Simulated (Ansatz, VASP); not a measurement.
# Two plane-wave programs on HfO2

```
CELL_PARAMETERS angstrom
0.00000 2.55750 2.55750
2.55750 0.00000 2.55750
2.55750 2.55750 0.00000
ATOMIC_POSITIONS crystal
Hf 0.00000 0.00000 0.00000
O 0.75000 0.75000 0.75000
O 0.25000 0.25000 0.25000
```

Alike in both runs: functional SVWN5; k mesh 9 × 9 × 9; occupations fermi-dirac, width 0.05 eV; no spin polarisation.

```csv
,VASP,Ansatz
version,VASP 6.6.1,Ansatz 0.2.0
potentials or method,"VASP PAW PBE potentials, release 64 (Hf_pv, O)",Ansatz PAW
plane-wave cutoff (eV),520,420
valence electrons in the cell,22,38
task,single point,band structure
```

VASP gave:

| Item | Value |
| --- | --- |
| gap on the k mesh at the Fermi level (eV) | 3.63 |
| least direct gap on the mesh (eV) | 3.74 |
| pressure (GPa) | -19.8 |

Problem. Which values does Ansatz return?

Solution. gap on the k mesh at the Fermi level (eV): 3.62; least direct gap on the mesh (eV): 3.73; pressure (GPa): -16.7.

VASP's potentials were made for PBE, not for SVWN5. VASP's potentials hold 22 valence electrons a cell and Ansatz's 38, so a difference there can come from the potentials and not from the codes.

Neither program's run includes spin-orbit coupling. Noted on Ansatz's run: Pulay correction over one GPa; the k mesh misses the band edges, so the gap on the mesh is wider than the one along the path.
